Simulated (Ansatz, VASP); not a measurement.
One calculation of P, two programs

```
P
1.0
     0.00000    2.60227    2.60227
     2.60227    0.00000    2.60227
     2.60227    2.60227    0.00000
P
2
Cartesian
  -0.6506 -0.6506 -0.6506
  0.6506 0.6506 0.6506
```

Change from the starting cell: volume scaled by 0.92, LAPW.

Alike in both runs: task single point; functional LDA; k mesh 12 × 12 × 12; occupations fermi-dirac, width 0.1 eV; no spin polarisation.

```csv
,VASP,Ansatz
version,VASP 6.6.1,Ansatz 0.2.0
potentials or method,"VASP PAW LDA potentials, release 64 (P), cutoff 520 eV","all-electron LAPW, scalar-relativistic"
```

```csv
,VASP,Ansatz,Ansatz less VASP
pressure (GPa),4.8,5.0,+0.21
```

LDA's correlation is that of Perdew and Zunger in VASP and of Perdew and Wang (1992) in Ansatz. Ansatz ran all-electron here, and VASP with PAW potentials.
